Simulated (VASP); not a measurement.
# BaTiO3 (R3m) in VASP: further runs

BaTiO3 is run at these levels: PBE+U; tasks: single point.

Program: VASP 6.6.1. These are calculated values, not measurements. Logs are shortened: lines on timing, memory, paths and dates and some standing lists are left out, and cuts for length are marked.

## Step 1: The cell of the first run

Symmetry: R3m, No. 160, trigonal system. The conventional cell has a = 5.807 Å, b = 5.807 Å, c = 6.827 Å, α = 90.00°, β = 90.00°, γ = 120.00°. Within 3.6 Å of Ba (site symmetry 3m) lie 12 O at 2.76 to 2.91 Å and 8 Ti at 3.34 to 3.56 Å. Ti (site symmetry 3m) has 6 O at 1.91 to 2.15 Å within 2.5 Å. Within 2.5 Å of O (site symmetry m) lie 2 Ti at 1.91 to 2.15 Å.

## Step 2: Single point, PBE+U (strain +0.015 along x and y, -0.030 along z)

INCAR

```
SYSTEM = BaTiO3
PREC     = Accurate       ! precision mode
ENCUT    = 1340           ! plane-wave cutoff, eV
EDIFF    = 1E-6           ! SCF threshold, eV
ISMEAR   = 0              ! smearing method
SIGMA    = 0.05           ! smearing width, eV
LREAL    = .FALSE.        ! projectors in reciprocal space
LASPH    = .TRUE.         ! aspherical terms in the spheres
NELM     = 200            ! most SCF steps
ALGO     = Normal         ! electronic algorithm
ISIF     = 2              ! what is computed and relaxed
LWAVE    = .FALSE.        ! write WAVECAR
LCHARG   = .FALSE.        ! write CHGCAR
LMAXMIX  = 4              ! l up to which the mixer works
LDAU     = .TRUE.         ! DFT+U
LDAUTYPE = 2            
LDAUL    = -1 2 -1        ! shell
LDAUU    = 0 4 0          ! U, eV
LDAUJ    = 0 0 0        
LDAUPRINT= 1            
GGA      = PE             ! functional
NBANDS   = 28             ! bands
GGA_COMPAT= .FALSE.
```

KPOINTS

```
Automatic mesh
0
G
  6 6 6
  0 0 0
```

POSCAR

```
BaTiO3
1.0
    2.9032776664      1.6762081422      2.2756719710
   -2.9032776664      1.6762081422      2.2756719710
    0.0000000000     -3.3524162845      2.2756719709
Ba Ti O
1 1 3
Direct
    0.0026800181      0.0026800181      0.0026800181
    0.5127992509      0.5127992509      0.5127992509
    0.4903227049      0.4903227049      0.9825753212
    0.4903227049      0.9825753212      0.4903227049
    0.9825753212      0.4903227049      0.4903227049
```

Potentials or basis: VASP PAW PBE potentials, release 64 (Ba_sv, Ti_sv, O_h).

The run is started by

```console
cat potpaw_PBE.64/Ba_sv/POTCAR potpaw_PBE.64/Ti_sv/POTCAR potpaw_PBE.64/O_h/POTCAR > POTCAR
mpirun -np 1 vasp_std > vasp.out
```

OUTCAR:

```text
SYSTEM = BaTiO3
   PREC = Accurate
   ENCUT = 1340
   EDIFF = 1E-6
   ISMEAR = 0
   LREAL = .FALSE.
   LASPH = .TRUE.
   NELM = 200
   ISIF = 2
   GGA = PE

 ion  position               nearest neighbor table
   1  0.003  0.003  0.003-   4 2.76   5 2.76   3 2.76   5 2.89   4 2.89   3 2.89   3 2.91   3 2.91
                             5 2.91   4 2.91   5 2.91   4 2.91   2 3.34   2 3.48   2 3.52   2 3.52
   2  0.513  0.513  0.513-   3 1.91   4 1.91   5 1.91   3 2.15   4 2.15   5 2.15   1 3.34   1 3.48
                             1 3.52   1 3.52   1 3.52   1 3.56   1 3.56   1 3.56
   3  0.490  0.490  0.983-   2 1.91   2 2.15   1 2.76   1 2.89   1 2.91   1 2.91
   4  0.490  0.983  0.490-   2 1.91   2 2.15   1 2.76   1 2.89   1 2.91   1 2.91
   5  0.983  0.490  0.490-   2 1.91   2 2.15   1 2.76   1 2.89   1 2.91   1 2.91

  LATTYP: Found a trigonal (rhomboedric) cell.
 ALAT       =     4.0518363570
 COS(alpha) =    -0.0268413480

  Lattice vectors:

 A1 = (   2.9032776664,   1.6762081422,   2.2756719710)
 A2 = (  -2.9032776664,   1.6762081422,   2.2756719710)
 A3 = (   0.0000000000,  -3.3524162845,   2.2756719709)

Analysis of symmetry for initial positions (statically):
=====================================================================
 Subroutine PRICEL returns:
 Original cell was already a primitive cell.

 Routine SETGRP: Setting up the symmetry group for a
 trigonal (rhombohedral) supercell.

 Subroutine GETGRP returns: Found  6 space group operations
 (whereof  6 operations were pure point group operations)
 out of a pool of 12 trial point group operations.

The static configuration has the point symmetry C_3v.

Analysis of symmetry for dynamics (positions and initial velocities):
=====================================================================
 Subroutine PRICEL returns:
 Original cell was already a primitive cell.

 Routine SETGRP: Setting up the symmetry group for a
 trigonal (rhombohedral) supercell.

 Subroutine GETGRP returns: Found  6 space group operations
 (whereof  6 operations were pure point group operations)
 out of a pool of 12 trial point group operations.

The dynamic configuration has the point symmetry C_3v.

 Subroutine INISYM returns: Found  6 space group operations
 (whereof  6 operations are pure point group operations),
 and found     1 'primitive' translations

----------------------------------------------------------------------------------------

                                     Primitive cell

  volume of cell :      66.4473

  direct lattice vectors                    reciprocal lattice vectors
     2.903277666  1.676208142  2.275671971     0.172219146  0.099430770  0.146476881
    -2.903277666  1.676208142  2.275671971    -0.172219146  0.099430770  0.146476881
     0.000000000 -3.352416284  2.275671971     0.000000000 -0.198861540  0.146476881

  length of vectors
     4.051836357  4.051836357  4.051836357     0.246984593  0.246984593  0.246984593

  position of ions in fractional coordinates (direct lattice)
     0.002680018  0.002680018  0.002680018
     0.512799251  0.512799251  0.512799251
     0.490322705  0.490322705  0.982575321
     0.490322705  0.982575321  0.490322705
     0.982575321  0.490322705  0.490322705

  ion indices of the primitive-cell ions
   primitive index   ion index
                 1           1
                 2           2
                 3           3
                 4           4
                 5           5

----------------------------------------------------------------------------------------

 KPOINTS: Automatic mesh

Automatic generation of k-mesh.
 Grid dimensions read from file:
 generate k-points for:    6    6    6

 Generating k-lattice:

  Cartesian coordinates                     Fractional coordinates (reciprocal lattice)
     0.028703191  0.016571795  0.024412814     0.166666667  0.000000000 -0.000000000
    -0.028703191  0.016571795  0.024412814     0.000000000  0.166666667 -0.000000000
     0.000000000 -0.033143590  0.024412814     0.000000000  0.000000000  0.166666667

  Length of vectors
     0.041164099  0.041164099  0.041164099

  Shift w.r.t. Gamma in fractional coordinates (k-lattice)
     0.000000000  0.000000000  0.000000000

 Subroutine IBZKPT returns following result:
 ===========================================

 Found     32 irreducible k-points:

 Following reciprocal coordinates:
            Coordinates               Weight
  0.000000  0.000000  0.000000      1.000000
  0.166667  0.000000  0.000000      6.000000
  0.333333  0.000000  0.000000      6.000000
  0.500000  0.000000  0.000000      3.000000
  0.166667  0.166667  0.000000      6.000000
  0.333333  0.166667  0.000000     12.000000
[... 16 lines left out ...]
  0.500000  0.500000  0.166667      6.000000
 -0.333333  0.500000  0.166667     12.000000
 [... further k-points ...]
   k-points           NKPTS =     32   k-points in BZ     NKDIM =     32   number of bands    NBANDS=     28
   number of dos      NEDOS =    301   number of ions     NIONS =      5
   total plane-waves  NPLWV = 110592
   dimension x,y,z NGX =    48 NGY =   48 NGZ =   48
   dimension x,y,z NGXF=    96 NGYF=   96 NGZF=   96
   ions per type =               1   1   3
   NGX,Y,Z   is equivalent  to a cutoff of  19.69, 19.69, 19.69 a.u.
   NGXF,Y,Z  is equivalent  to a cutoff of  39.39, 39.39, 39.39 a.u.
 SYSTEM =  BaTiO3
   PREC   = accura    normal or accurate (medium, high low for compatibility)
   ISTART =      0    job   : 0-new  1-cont  2-samecut
   ICHARG =      2    charge: 1-file 2-atom 10-const
   ISPIN  =      1    spin polarized calculation?
   LNONCOLLINEAR =      F non collinear calculations
   LSORBIT =      F    spin-orbit coupling
   LASPH  =      T    aspherical Exc in radial PAW
   ENCUT  = 1340.0 eV  98.49 Ry    9.92 a.u.  12.09 12.09 12.09*2*pi/ulx,y,z
   NELM   =    200;   NELMIN=  2; NELMDL= -5     # of ELM steps
   EDIFF  = 0.1E-05   stopping-criterion for ELM
   LREAL  =      F    real-space projection
   EDIFFG = 0.1E-04   stopping-criterion for IOM
   NSW    =      0    number of steps for IOM
   IBRION =     -1    ionic relax: 0-MD 1-quasi-New 2-CG
   NFREE  =      0    steps in history (QN), initial steepest desc. (CG)
   ISIF   =      2    stress and relaxation
   ISYM   =      2    0-nonsym 1-usesym 2-fastsym
   POTIM  = 0.5000    time-step for ionic-motion
   TEBEG  =    0.0;   TEEND  =   0.0 temperature during run
   PSTRESS=    0.0 pullay stress
   NELECT =      40.0000    total number of electrons
   NUPDOWN=      -1.0000    fix difference up-down
   EMIN   =  10.00;   EMAX   =-10.00  energy-range for DOS
   EFERMI =   0.00;   METHOD = LEGACY
   ISMEAR =     0;   SIGMA  =   0.05  broadening in eV -4-tet -1-fermi 0-gaus
   EFERMI_NEDOS =   21; number of points for ismear=-14 and -15
   IALGO  =     38    algorithm
   IMIX   =      4    mixing-type and parameters
     AMIX     =   0.40;   BMIX     =  1.00
     AMIX_MAG =   1.60;   BMIX_MAG =  1.00
  volume/ion in A,a.u.               =      13.29        89.68
  Fermi-wavevector in a.u.,A,eV,Ry     =   1.382300  2.612168 25.997382  1.910754
  Thomas-Fermi vector in A             =   2.507004
   LORBIT       =      0    0 simple, 1 ext, 2 COOP (PROOUT), +10 PAW based schemes
 LDA+U is selected, type is set to LDAUTYPE =  2
   angular momentum for each species LDAUL =    -1    2   -1
   U (eV)           for each species LDAUU =   0.0  4.0  0.0
   J (eV)           for each species LDAUJ =   0.0  0.0  0.0
   GGA     = PE    functional components
   LHFCALC =     F    Hartree Fock is set to
   AEXX    =    0.0000 exact exchange contribution
   IVDW    =     0    specifies the selected vdW correction
   LEPSILON=     F    determine dielectric tensor
   LRPA    =     F    only Hartree local field effects (RPA)
 non-spin polarized calculation
 Gauss-broadening in eV      SIGMA  =   0.05
  energy-cutoff  :     1340.00
  volume of cell :       66.45
 maximum number of plane-waves:      7439
   NGX = 25   NGY = 25   NGZ = 25

atom =   2  type =  2  l = 2

 onsite density matrix

spin component  1

  0.1609 -0.0000  0.0000  0.0626  0.0000
 -0.0000  0.1859  0.0000 -0.0000  0.0626
  0.0000  0.0000  0.1100 -0.0000  0.0000
  0.0626 -0.0000 -0.0000  0.1859  0.0000
  0.0000  0.0626  0.0000  0.0000  0.1609

spin component  2

  0.1609 -0.0000  0.0000  0.0626  0.0000
 -0.0000  0.1859  0.0000 -0.0000  0.0626
  0.0000  0.0000  0.1100 -0.0000  0.0000
  0.0626 -0.0000 -0.0000  0.1859  0.0000
  0.0000  0.0626  0.0000  0.0000  0.1609

 occupancies and eigenvectors

  o =  0.1095  v = -0.7731  0.0000  0.0000  0.6343  0.0000  0.0000  0.0000  0.0000  0.0000  0.0000      0.0000  0.0000  0.0000  0.0000  0.0000  0.0000  0.0000  0.0000  0.0000  0.0000
  o =  0.1095  v =  0.0000  0.0000  0.0000  0.0000  0.0000 -0.7731  0.0000  0.0000  0.6343  0.0000      0.0000  0.0000  0.0000  0.0000  0.0000  0.0000  0.0000  0.0000  0.0000  0.0000
  o =  0.1095  v =  0.0000 -0.6343 -0.0000  0.0000  0.7731  0.0000  0.0000  0.0000  0.0000  0.0000      0.0000  0.0000  0.0000  0.0000  0.0000  0.0000  0.0000  0.0000  0.0000  0.0000
  o =  0.1095  v =  0.0000  0.0000  0.0000  0.0000  0.0000  0.0000 -0.6343 -0.0000  0.0000  0.7731      0.0000  0.0000  0.0000  0.0000  0.0000  0.0000  0.0000  0.0000  0.0000  0.0000
  o =  0.1100  v =  0.0000  0.0000  0.0000  0.0000  0.0000  0.0000  0.0000 -1.0000  0.0000 -0.0000      0.0000  0.0000  0.0000  0.0000  0.0000  0.0000  0.0000  0.0000  0.0000  0.0000
  o =  0.1100  v =  0.0000  0.0000 -1.0000  0.0000 -0.0000  0.0000  0.0000  0.0000  0.0000  0.0000      0.0000  0.0000  0.0000  0.0000  0.0000  0.0000  0.0000  0.0000  0.0000  0.0000
  o =  0.2373  v =  0.0000  0.0000  0.0000  0.0000  0.0000  0.0000  0.7731  0.0000  0.0000  0.6343      0.0000  0.0000  0.0000  0.0000  0.0000  0.0000  0.0000  0.0000  0.0000  0.0000
  o =  0.2373  v =  0.0000  0.7731  0.0000  0.0000  0.6343  0.0000  0.0000  0.0000  0.0000  0.0000      0.0000  0.0000  0.0000  0.0000  0.0000  0.0000  0.0000  0.0000  0.0000  0.0000
  o =  0.2373  v =  0.6343  0.0000  0.0000  0.7731  0.0000  0.0000  0.0000  0.0000  0.0000  0.0000      0.0000  0.0000  0.0000  0.0000  0.0000  0.0000  0.0000  0.0000  0.0000  0.0000
  o =  0.2373  v =  0.0000  0.0000  0.0000  0.0000  0.0000  0.6343  0.0000  0.0000  0.7731  0.0000      0.0000  0.0000  0.0000  0.0000  0.0000  0.0000  0.0000  0.0000  0.0000  0.0000

 number of electron      39.9999999 magnetization

 Free energy of the ion-electron system (eV)
  ---------------------------------------------------
  ext. energy  EPLUGINS =         0.00000000
  ---------------------------------------------------
  free energy    TOTEN  =       -37.27688156 eV

  energy without entropy =      -37.27688156  energy(sigma->0) =      -37.27688156

 E-fermi :   4.3822     XC(G=0): -11.0699

 val. band max:        4.0492598710   @ k =   0.5000   0.5000   0.5000
 cond. band min:       6.5727164124   @ k =   0.0000   0.0000   0.0000
 fundamental gap:      2.5234565414
 Fermi energy:         4.3822442549

 k-point     1 :       0.0000    0.0000    0.0000
  band No.  band energies     occupation
      1     -53.6106      2.00000
      2     -29.8191      2.00000
      3     -29.7668      2.00000
      4     -29.7668      2.00000
      5     -20.8937      2.00000
      6     -12.8207      2.00000
[... 20 lines left out ...]
     27       9.0378      0.00000
     28      10.8934      0.00000

 k-point     2 :       0.1667    0.0000    0.0000
  band No.  band energies     occupation
      1     -53.6104      2.00000
      2     -29.8222      2.00000
      3     -29.7727      2.00000
      4     -29.7664      2.00000
      5     -20.8695      2.00000
      6     -12.8301      2.00000
[... 674 lines left out ...]
 k-point    24 :      -0.3333    0.5000    0.1667
  band No.  band energies     occupation
      1     -53.6091      2.00000
      2     -29.8424      2.00000
      3     -29.7982      2.00000
      4     -29.7797      2.00000
      5     -20.7320      2.00000
      6     -12.5007      2.00000
[... 20 lines left out ...]
     27      12.0142      0.00000
     28      12.3932      0.00000

 [... further k-points ...]

------------------------ aborting loop because EDIFF is reached ----------------------------------------

  FORCE on cell =-STRESS in cart. coord.  units (eV):
  Direction    XX          YY          ZZ          XY          YZ          ZX
  --------------------------------------------------------------------------------------
  -------------------------------------------------------------------------------------
  Total       -0.0315266     -0.0315266      4.0641421      0.0000000     -0.0000000      0.0000000
  in kB       -0.7601690     -0.7601690     97.9945754      0.0000000     -0.0000000      0.0000000
  external PRESSURE =      32.1580791 kB  Pullay stress =       0.0000000 kB

 VOLUME and BASIS-vectors are now :
 -----------------------------------------------------------------------------
  energy-cutoff  :     1340.00
  volume of cell :       66.45
      direct lattice vectors                 reciprocal lattice vectors
     2.903277666  1.676208142  2.275671971     0.172219146  0.099430770  0.146476881
    -2.903277666  1.676208142  2.275671971    -0.172219146  0.099430770  0.146476881
     0.000000000 -3.352416284  2.275671971     0.000000000 -0.198861540  0.146476881

 POSITION                                       TOTAL-FORCE (eV/Angst)
 -----------------------------------------------------------------------------------
      0.00000     -0.00000      0.01830         0.000000      0.000000     -0.067707
      0.00000     -0.00000      3.50089         0.000000      0.000000     -0.646497
      0.00000     -1.65024      4.46765         0.000000     -0.196226      0.238068
     -1.42915      0.82512      4.46765        -0.169936      0.098113      0.238068
      1.42915      0.82512      4.46765         0.169936      0.098113      0.238068
 -----------------------------------------------------------------------------------
    total drift:                                0.000000     -0.000000      0.001154

  FREE ENERGIE OF THE ION-ELECTRON SYSTEM (eV)
  ---------------------------------------------------
  free  energy   TOTEN  =       -37.2768815603 eV

  energy  without entropy=      -37.2768815603  energy(sigma->0) =      -37.27688156
```

Run time: 3.3 min. Hardware: 1 thread of Intel Xeon Platinum 8488C (Sapphire Rapids), shared host; peak memory 0.48 GiB.

What came out:

```
Free energy            : -37.2769 eV
Pressure               : 3.2 GPa
Largest force          : 0.646 eV/Å
Band gap on the k mesh : 2.52 eV (least direct gap 2.89 eV)
```

Forces on the atoms (eV/Å):
```
Ba   0.000  0.000 -0.068
Ti   0.000  0.000 -0.646
O    0.000 -0.196  0.238
O   -0.170  0.098  0.238
O    0.170  0.098  0.238
```

Eigenvalues of the final occupation matrices:
```csv
site,spin,trace,eigenvalues
site 2 d,1,0.80,0.11 0.11 0.11 0.24 0.24
site 2 d,2,0.80,0.11 0.11 0.11 0.24 0.24
```

Caveat: the cell differs from its parent crystal (strain +0.015 along x and y, -0.030 along z); the stress differs along the axes, from -0 to 10 GPa; spin-orbit coupling is left out, which moves the levels of the heavy elements. A k mesh can miss the band edges.

## Step 3: Single point, PBE+U (strain +0.000 along x and y, +0.030 along z)

INCAR

```
PREC = Accurate
ENCUT = 1340
EDIFF = 1E-6
ISMEAR = 0
SIGMA = 0.05
LREAL = F
LASPH = T
NELM = 200
ALGO = Normal
ISIF = 2
LWAVE = F
LCHARG = T
LMAXMIX = 4
LDAU = T
LDAUTYPE = 2
LDAUL = -1 2 -1
LDAUU = 0 4 0
LDAUJ = 0 0 0
LDAUPRINT = 1
GGA = PE
LELF = T
LVHAR = T
NBANDS = 28
GGA_COMPAT = F
```

KPOINTS

```
Automatic mesh
0
Gamma
  6 6 6
```

POSCAR: that of step 2 with these lines changed.

```diff
@@ -2,5 +2,5 @@
 1.0
-    2.9032776664      1.6762081422      2.2756719710
-   -2.9032776664      1.6762081422      2.2756719710
-    0.0000000000     -3.3524162845      2.2756719709
+    2.8603720851      1.6514365933      2.4164351857
+   -2.8603720851      1.6514365933      2.4164351857
+    0.0000000000     -3.3028731867      2.4164351856
 Ba Ti O
```

Potentials or basis: VASP PAW PBE potentials, release 64 (Ba_sv, Ti_sv, O_h).

The run is started by

```console
cat potpaw_PBE.64/Ba_sv/POTCAR potpaw_PBE.64/Ti_sv/POTCAR potpaw_PBE.64/O_h/POTCAR > POTCAR
mpirun -np 1 vasp_std > vasp.out
```

It took 3 min on 1 thread of Intel Xeon 6975P-C (Granite Rapids), shared host; peak memory 0.52 GiB.

The run converged. Its results:

* Free energy: -37.3230 eV
* Pressure: -1.2 GPa
* Largest force: 0.207 eV/Å
* Band gap on the k mesh: 2.53 eV (least direct gap 2.89 eV)

Forces on the atoms (eV/Å):
```
Ba   0.000  0.000  0.014
Ti   0.000  0.000 -0.207
O    0.000 -0.157  0.064
O   -0.136  0.079  0.064
O    0.136  0.079  0.064
```

Stress tensor (GPa, compression positive):
```
 0.97  0.00  0.00
 0.00  0.97  0.00
 0.00  0.00 -5.40
```

Levels at points of the mesh, in eV from the valence-band top:
```
           k point  band 16  band 17  band 18  band 19  band 20  band 21  band 22  band 23  band 24  band 25
(0.00, 0.00, 0.00)    -1.20    -0.91    -0.58    -0.36    -0.36     2.53     2.53     2.71     4.00     4.00
(0.50, 0.00, 0.00)    -1.85    -1.55    -1.54    -1.00    -0.78     2.71     3.86     3.91     3.97     5.48
(0.50, 0.50, 0.00)    -2.39    -1.78    -0.94    -0.85    -0.08     3.88     3.93     4.24     4.49     7.11
(0.50, 0.50, 0.50)    -2.26    -2.26    -0.02     0.00     0.00     4.39     4.45     4.45     6.18     6.18
```

Eigenvalues of the final occupation matrices:
| site | spin | trace | eigenvalues |
| --- | --- | --- | --- |
| site 2 d | 1 | 0.79 | 0.11 0.11 0.11 0.23 0.23 |
| site 2 d | 2 | 0.79 | 0.11 0.11 0.11 0.23 0.23 |

Caveat: the cell differs from its parent crystal (strain +0.000 along x and y, +0.030 along z); the stress differs along the axes, from -5 to 1 GPa; spin-orbit coupling is left out, which moves the levels of the heavy elements.
